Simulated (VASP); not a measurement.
Input of a VASP 6.6.1 run:

The input POSCAR:

```
CsH
1.0
    0.0895828000      3.1880000000      3.1880000000
    3.1880000000      0.0895828000      3.1880000000
    3.2775828000      3.2775828000      0.0000000000
Cs H
1 1
Direct
    0.0000000000      0.0000000000      0.0000000000
    0.5000000000      0.5000000000      0.5000000000
```

Contents of INCAR.step1:

```
PREC = Accurate ; ENCUT = 520
ISMEAR = 0 ; SIGMA = 0.05
LREAL = F ; LASPH = T
NELM = 100 ; NBANDS = 12
GGA = PE ; ALGO = Normal
EDIFF = 1E-4 ; LWAVE = T
LCHARG = F
```

File INCAR.step2:

```
PREC = Accurate ; ENCUT = 520
EDIFF = 1E-6 ; ISMEAR = 0
SIGMA = 0.05 ; LREAL = F
LASPH = T ; NELM = 100
ALGO = Normal ; ISIF = 2
LWAVE = F ; LCHARG = F
METAGGA = R2SCAN ; LMIXTAU = T
NBANDS = 12 ; ISTART = 1
```

Contents of KPOINTS:

```
regular mesh
0
Gamma
  6 6 6
```

Potentials or basis: VASP PAW PBE potentials, release 64 (Cs_sv, H).

Launch:

```sh
$ cat potpaw_PBE.64/Cs_sv/POTCAR potpaw_PBE.64/H/POTCAR > POTCAR
$ cp INCAR.step1 INCAR
$ mpirun -np 1 vasp_std > vasp.out
$ cp INCAR.step2 INCAR
$ mpirun -np 1 vasp_std > vasp.out
```

Task: Estimate the band gap on the k mesh.

Result: 2.65 eV (least direct gap 2.65 eV).

Task: Predict the pressure.

Result: 0.0 GPa.

Stress tensor (GPa, compression positive):
```
 0.05 -0.26  0.00
-0.26  0.05  0.00
 0.00  0.00  0.03
```

Caveat: the cell differs from its parent crystal (strain +0.0562 x Voigt [0, 0, 0, 0, 0, 1]); the PAW data sets were made with another functional, which shifts forces and pressure a little; spin-orbit coupling is left out, which moves the levels of the heavy elements. A k mesh can miss the band edges.
